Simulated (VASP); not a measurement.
# AlN (scanat) in VASP: notebook

Runs on AlN (scanat). Level: r2SCAN. Tasks: single point.

Program: VASP 6.6.1. These are calculated values, not measurements. Logs are shortened: lines on timing, memory, paths and dates and some standing lists are left out, and cuts for length are marked.

## 1. The cell of the first run

The structure is hexagonal, space group P6_3mc (No. 186). The conventional cell has a = 3.114 Å, b = 3.114 Å, c = 4.983 Å, α = 90.00°, β = 90.00°, γ = 120.00°. Within 2.4 Å of Al (site symmetry 3m) lie 3 N at 1.80 Å. Within 2.4 Å of N (site symmetry 3m) lie 3 Al at 1.80 Å.

## 2. Single point, r2SCAN

The input, POSCAR:

```
AlN
1.0
    3.1135756528      0.0000000000      0.0000000000
   -1.5567878264      2.6964356119      0.0000000000
    0.0000000000      0.0000000000      4.9831268775
Al N
2 2
Direct
    0.3333333333      0.6666666667     -0.0531006173
    0.6666666667      0.3333333333      0.4468993827
    0.3333333333      0.6666666667      0.4351006173
    0.6666666667      0.3333333333      0.9351006173
```

The input, INCAR.step1:

```
  ALGO = Normal
  EDIFF = 1E-4
  ENCUT = 520
  GGA = PE
  ISMEAR = 0
  LASPH = True
  LCHARG = False
  LREAL = False
  LWAVE = True
  NBANDS = 16
  NELM = 60
  PREC = Accurate
  SIGMA = 0.01
```

The input, INCAR.step2:

```
  ALGO = Normal
  EDIFF = 1E-6
  ENCUT = 520
  ISIF = 2
  ISMEAR = 0
  ISTART = 1
  LASPH = True
  LCHARG = False
  LMIXTAU = True
  LREAL = False
  LWAVE = False
  METAGGA = R2SCAN
  NBANDS = 16
  NELM = 60
  PREC = Accurate
  SIGMA = 0.01
```

The input, KPOINTS:

```
k-points
0
Gamma
  9 9 6
```

Potentials or basis: VASP PAW PBE potentials, release 64 (Al, N).

Started as:

```
> cat potpaw_PBE.64/Al/POTCAR potpaw_PBE.64/N/POTCAR > POTCAR
> cp INCAR.step1 INCAR
> mpirun -np 1 vasp_std > vasp.out
> cp INCAR.step2 INCAR
> mpirun -np 1 vasp_std > vasp.out
```

OUTCAR:

```text
EDIFF = 1E-6
   ENCUT = 520
   ISIF = 2
   ISMEAR = 0
   ISTART = 1
   LASPH = True
   LREAL = False
   METAGGA = R2SCAN
   NELM = 60
   PREC = Accurate

 ion  position               nearest neighbor table
   1  0.333  0.667  0.947-   4 1.80   4 1.80   4 1.80   3 2.43   3 2.55   2 3.07   2 3.07   2 3.07
                             2 3.07   2 3.07   2 3.07
   2  0.667  0.333  0.447-   3 1.80   3 1.80   3 1.80   4 2.43   4 2.55   1 3.07   1 3.07   1 3.07
                             1 3.07   1 3.07   1 3.07
   3  0.333  0.667  0.435-   2 1.80   2 1.80   2 1.80   1 2.43   1 2.55
   4  0.667  0.333  0.935-   1 1.80   1 1.80   1 1.80   2 2.43   2 2.55

  LATTYP: Found a hexagonal cell.
 ALAT       =     3.1135756528
 C/A-ratio  =     1.6004515172

  Lattice vectors:

 A1 = (   3.1135756528,   0.0000000000,   0.0000000000)
 A2 = (  -1.5567878264,   2.6964356119,   0.0000000000)
 A3 = (   0.0000000000,   0.0000000000,   4.9831268775)

Analysis of symmetry for initial positions (statically):
=====================================================================
 Subroutine PRICEL returns:
 Original cell was already a primitive cell.

 Routine SETGRP: Setting up the symmetry group for a
 hexagonal supercell.

 Subroutine GETGRP returns: Found 12 space group operations
 (whereof  6 operations were pure point group operations)
 out of a pool of 24 trial point group operations.

The static configuration has the point symmetry C_3v.
 The point group associated with its full space group is C_6v.

Analysis of symmetry for dynamics (positions and initial velocities):
=====================================================================
 Subroutine PRICEL returns:
 Original cell was already a primitive cell.

 Routine SETGRP: Setting up the symmetry group for a
 hexagonal supercell.

 Subroutine GETGRP returns: Found 12 space group operations
 (whereof  6 operations were pure point group operations)
 out of a pool of 24 trial point group operations.

The dynamic configuration has the point symmetry C_3v.
 The point group associated with its full space group is C_6v.

 Subroutine INISYM returns: Found 12 space group operations
 (whereof  6 operations are pure point group operations),
 and found     1 'primitive' translations

[... 93 lines left out ...]
   LNONCOLLINEAR =      F non collinear calculations
   LSORBIT =      F    spin-orbit coupling
   LASPH  =      T    aspherical Exc in radial PAW
   ENCUT  =  520.0 eV  38.22 Ry    6.18 a.u.   5.79  5.79  9.27*2*pi/ulx,y,z
   NELM   =     60;   NELMIN=  2; NELMDL=  0     # of ELM steps
   EDIFF  = 0.1E-05   stopping-criterion for ELM
   LREAL  =      F    real-space projection
   EDIFFG = 0.1E-04   stopping-criterion for IOM
   NSW    =      0    number of steps for IOM
   IBRION =     -1    ionic relax: 0-MD 1-quasi-New 2-CG
   NFREE  =      0    steps in history (QN), initial steepest desc. (CG)
   ISIF   =      2    stress and relaxation
   ISYM   =      2    0-nonsym 1-usesym 2-fastsym
   POTIM  = 0.5000    time-step for ionic-motion
   TEBEG  =    0.0;   TEEND  =   0.0 temperature during run
   PSTRESS=    0.0 pullay stress
   NELECT =      16.0000    total number of electrons
   NUPDOWN=      -1.0000    fix difference up-down
   EMIN   =  10.00;   EMAX   =-10.00  energy-range for DOS
   EFERMI =   0.00;   METHOD = LEGACY
   ISMEAR =     0;   SIGMA  =   0.01  broadening in eV -4-tet -1-fermi 0-gaus
   EFERMI_NEDOS =   21; number of points for ismear=-14 and -15
   IALGO  =     38    algorithm
   IMIX   =      4    mixing-type and parameters
     AMIX     =   0.40;   BMIX     =  1.00
     AMIX_MAG =   1.60;   BMIX_MAG =  1.00
  volume/ion in A,a.u.               =      10.46        70.58
  Fermi-wavevector in a.u.,A,eV,Ry     =   1.188313  2.245587 19.212636  1.412089
  Thomas-Fermi vector in A             =   2.324446
   LORBIT       =      0    0 simple, 1 ext, 2 COOP (PROOUT), +10 PAW based schemes
   METAGGA = R2SCAN    functional components
   LHFCALC =     F    Hartree Fock is set to
   AEXX    =    0.0000 exact exchange contribution
   IVDW    =     0    specifies the selected vdW correction
   LEPSILON=     F    determine dielectric tensor
   LRPA    =     F    only Hartree local field effects (RPA)
 non-spin polarized calculation
 Gauss-broadening in eV      SIGMA  =   0.01
  energy-cutoff  :      520.00
  volume of cell :       41.84
 maximum number of plane-waves:      1152
 NGX is ok and might be reduce to    24
   NGX = 11   NGY = 11   NGZ = 19

 number of electron      15.9999998 magnetization

 Free energy of the ion-electron system (eV)
  ---------------------------------------------------
  ext. energy  EPLUGINS =         0.00000000
  ---------------------------------------------------
  free energy    TOTEN  =       -37.37191112 eV

  energy without entropy =      -37.37191112  energy(sigma->0) =      -37.37191112

 E-fermi :   7.1814     XC(G=0): -11.4029

 val. band max:        7.1347834393   @ k =   0.0000   0.0000   0.0000
 cond. band min:      10.4470640659   @ k =   0.0000   0.0000   0.0000
 fundamental gap:      3.3122806266
 Fermi energy:         7.1814009601

 k-point     1 :       0.0000    0.0000    0.0000
  band No.  band energies     occupation
      1     -10.1410      2.00000
      2      -8.0825      2.00000
      3       0.2099      2.00000
      4       4.4194      2.00000
      5       4.4194      2.00000
      6       5.0828      2.00000
[... 433 lines left out ...]
      3       0.8576      2.00000
      4       1.5769      2.00000
      5       1.5769      2.00000
      6       2.7264      2.00000
[... 8 lines left out ...]
     15      18.5841      0.00000
     16      22.3309      0.00000

 [... further k-points ...]
[... 5 lines left out ...]
  --------------------------------------------------------------------------------------
  -------------------------------------------------------------------------------------
  Total        4.3046719      4.3046719     -3.1913257      0.0000000      0.0000000      0.0000000
  in kB      164.8538976    164.8538976   -122.2166257      0.0000000      0.0000000      0.0000000
  external PRESSURE =      69.1637232 kB  Pullay stress =       0.0000000 kB

 VOLUME and BASIS-vectors are now :
 -----------------------------------------------------------------------------
  energy-cutoff  :      520.00
  volume of cell :       41.84
      direct lattice vectors                 reciprocal lattice vectors
     3.113575653  0.000000000  0.000000000     0.321174146  0.185429979  0.000000000
    -1.556787826  2.696435612  0.000000000     0.000000000  0.370859959  0.000000000
     0.000000000  0.000000000  4.983126878     0.000000000  0.000000000  0.200677210

 POSITION                                       TOTAL-FORCE (eV/Angst)
 -----------------------------------------------------------------------------------
     -0.00000      1.79762      4.71852         0.000000     -0.000000      0.370958
      1.55679      0.89881      2.22696        -0.000000      0.000000      0.370958
     -0.00000      1.79762      2.16816        -0.000000     -0.000000     -0.370958
      1.55679      0.89881      4.65973        -0.000000     -0.000000     -0.370958
 -----------------------------------------------------------------------------------
    total drift:                                0.000000      0.000000     -0.001129

  FREE ENERGIE OF THE ION-ELECTRON SYSTEM (eV)
  ---------------------------------------------------
  free  energy   TOTEN  =       -37.3719111206 eV

  energy  without entropy=      -37.3719111206  energy(sigma->0) =      -37.37191112
```

OUTCAR.step1:

```text
EDIFF = 1E-4
   ENCUT = 520
   GGA = PE
   ISMEAR = 0
[... 690 lines left out ...]
     -0.00000      1.79762      4.71852        -0.000000     -0.000000      0.352879
      1.55679      0.89881      2.22696         0.000000     -0.000000      0.352879
     -0.00000      1.79762      2.16816        -0.000000      0.000000     -0.352879
      1.55679      0.89881      4.65973         0.000000     -0.000000     -0.352879
 -----------------------------------------------------------------------------------
    total drift:                                0.000000      0.000000     -0.000719

  FREE ENERGIE OF THE ION-ELECTRON SYSTEM (eV)
  ---------------------------------------------------
  free  energy   TOTEN  =       -28.7414881957 eV

  energy  without entropy=      -28.7414881957  energy(sigma->0) =      -28.74148820
```

OSZICAR.step1:

```text
N       E                     dE             d eps       ncg     rms          rms(c)
DAV:   1     0.427418419675E+02    0.42742E+02   -0.75037E+03  1536   0.903E+02
DAV:   2    -0.305124632083E+02   -0.73254E+02   -0.68190E+02  2184   0.189E+02
DAV:   3    -0.339464682882E+02   -0.34340E+01   -0.34262E+01  1864   0.427E+01
DAV:   4    -0.339672543240E+02   -0.20786E-01   -0.20785E-01  1912   0.376E+00
DAV:   5    -0.339675335391E+02   -0.27922E-03   -0.27921E-03  1896   0.434E-01    0.128E+01
DAV:   6    -0.287475829420E+02    0.52200E+01   -0.11400E+01  1800   0.248E+01    0.438E+00
DAV:   7    -0.287598338542E+02   -0.12251E-01   -0.68897E-01  1656   0.587E+00    0.303E+00
DAV:   8    -0.287447784645E+02    0.15055E-01   -0.60891E-02  1728   0.224E+00    0.533E-01
DAV:   9    -0.287409116769E+02    0.38668E-02   -0.99700E-03  1888   0.749E-01    0.244E-01
DAV:  10    -0.287415594380E+02   -0.64776E-03   -0.19326E-03  1592   0.278E-01    0.126E-01
DAV:  11    -0.287414881957E+02    0.71242E-04   -0.17592E-04  1528   0.102E-01
   1 F= -.28741488E+02 E0= -.28741488E+02  d E =-.104679E-52
```

Wall time 82 s (1 thread of Intel Xeon Platinum 8488C (Sapphire Rapids), shared host); peak memory 0.17 GiB.

What came out:

* Free energy: -37.3719 eV
* Pressure: 6.9 GPa
* Largest force: 0.371 eV/Å
* Band gap on the k mesh: 3.31 eV, direct

Forces on the atoms (eV/Å):
```
Al   0.000  0.000  0.371
Al   0.000  0.000  0.371
N    0.000  0.000 -0.371
N    0.000  0.000 -0.371
```

Caveat: the PAW data sets were made with another functional, which shifts forces and pressure a little.

## 3. Single point, r2SCAN

The input, POSCAR:

```
AlN
1.0
    3.1135756528      0.0000000000      0.0000000000
   -1.5567878264      2.6964356119      0.0000000000
    0.0000000000      0.0000000000      4.9831268775
Al N
2 2
Direct
    0.3333333333      0.6666666667     -0.0590000000
    0.6666666667      0.3333333333      0.4410000000
    0.3333333333      0.6666666667      0.4410000000
    0.6666666667      0.3333333333      0.9410000000
```

The input, INCAR.step1:

```
  PREC = Accurate
  ENCUT = 520
  ISMEAR = 0
  SIGMA = 0.01
  LREAL = F
  LASPH = T
  NELM = 100
  NBANDS = 16
  GGA = PE
  ALGO = Normal
  EDIFF = 1E-4
  LWAVE = T
  LCHARG = F
```

The input, INCAR.step2:

```
  PREC = Accurate
  ENCUT = 520
  EDIFF = 1E-6
  ISMEAR = 0
  SIGMA = 0.01
  LREAL = F
  LASPH = T
  NELM = 100
  ALGO = Normal
  ISIF = 2
  LWAVE = F
  LCHARG = F
  METAGGA = R2SCAN
  LMIXTAU = T
  NBANDS = 16
  ISTART = 1
```

The input, KPOINTS:

```
Automatic mesh
0
Gamma
  9 9 6
```

Potentials or basis: VASP PAW PBE potentials, release 64 (Al, N).

Started as:

```
> cat potpaw_PBE.64/Al/POTCAR potpaw_PBE.64/N/POTCAR > POTCAR
> cp INCAR.step1 INCAR
> mpirun -np 1 vasp_std > vasp.out
> cp INCAR.step2 INCAR
> mpirun -np 1 vasp_std > vasp.out
```

Run time: 73 s. Hardware: 1 thread of Intel Xeon Platinum 8488C (Sapphire Rapids), shared host; peak memory 0.17 GiB.

The run converged. Its results:

```yaml
Free_energy: -37.3500 eV
Pressure: 7.1 GPa
Band_gap_on_the_k_mesh: 3.28 eV, direct
```

Stress tensor (GPa, compression positive):
```
 16.75   0.00   0.00
  0.00  16.75   0.00
  0.00   0.00 -12.20
```

Levels at points of the mesh, in eV from the valence-band top:
```
           k point  band 4  band 5  band 6  band 7  band 8  band 9  band 10  band 11  band 12  band 13
(0.00, 0.00, 0.00)   -2.74   -2.74   -2.08   -2.08    0.00    3.28     6.44    10.62    10.62    10.80
(0.00, 0.00, 0.50)   -4.10   -2.42   -2.42   -2.42   -2.42    6.29     6.29     9.92     9.92    10.94
```

Caveat: the PAW data sets were made with another functional, which shifts forces and pressure a little. r2SCAN opens gaps a little over a GGA but as a rule still falls short of measured ones.
